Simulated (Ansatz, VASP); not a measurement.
# Two plane-wave programs on TeAs2

Contents of INCAR:

```
PREC = Accurate
ENCUT = 520
EDIFF = 1E-6
ISMEAR = 0
SIGMA = 0.1
LREAL = F
LASPH = T
NELM = 100
ALGO = Normal
ISIF = 2
LWAVE = F
LCHARG = F
GGA = PS
NBANDS = 25
```

Contents of KPOINTS:

```
Automatic mesh
0
Gamma
  4 4 4
```

File POSCAR:

```
TeAs2
1.0
   -6.7207267134      6.7207267134      5.5567721197
    6.7207267134     -6.7207267134      5.5567721197
    6.7207267134      6.7207267134     -5.5567721197
Te As
2 4
Direct
    0.7500000000      0.2500000000      0.5000000000
    0.0000000000      0.0000000000      0.0000000000
    0.3750000000      0.6250000000      0.2500000000
    0.3750000000      0.1250000000      0.7500000000
    0.3750000000      0.6250000000      0.7500000000
    0.8750000000      0.6250000000      0.2500000000
```

Input for Ansatz:

```yaml
crystal:
  lattice:
    - [-6.7207267134, 6.7207267134, 5.5567721197]
    - [6.7207267134, -6.7207267134, 5.5567721197]
    - [6.7207267134, 6.7207267134, -5.5567721197]
  atoms:
    - { symbol: Te, position: [0.75, 0.25, 0.5] }
    - { symbol: Te, position: [0.0, 0.0, 0.0] }
    - { symbol: As, position: [0.375, 0.625, 0.25] }
    - { symbol: As, position: [0.375, 0.125, 0.75] }
    - { symbol: As, position: [0.375, 0.625, 0.75] }
    - { symbol: As, position: [0.875, 0.625, 0.25] }
basis:
  ecutwfc: 420
kpoints:
  mp_grid: { grid: [4, 4, 4] }
hamiltonian:
  xc: pbesol
scf:
  occupations: { method: gaussian, width: 0.1 }
  max_iter: 78
output:
  forces: true
  stress: true
  eigenvalues: true
```

Alike in both runs: task single point; functional PBEsol; k mesh 4 × 4 × 4; occupations gaussian, width 0.1 eV; no spin polarisation.

|  | VASP | Ansatz |
| --- | --- | --- |
| version | VASP 6.6.1 | Ansatz 0.2.0 |
| potentials or method | VASP PAW PBE potentials, release 64 (Te, As), cutoff 520 eV | scalar-relativistic, plane waves, PAW |
| valence electrons in the cell | 32 | 92 |

|  | VASP | Ansatz | Ansatz less VASP |
| --- | --- | --- | --- |
| gap on the k mesh at the Fermi level (eV) | none | none | - |
| pressure (GPa) | -0.7 | -0.7 | 0.00 |
| traceless stress, the component that is largest in VASP (GPa) | -0.27 | -0.27 | 0.000 |

VASP's potentials were made for PBE, not for PBEsol. A gap of «none» marks a metal or a gap that the smearing closes. VASP's potentials hold 32 valence electrons a cell and Ansatz's 92, so a difference there can come from the potentials and not from the codes.

Spin-orbit coupling is off throughout.
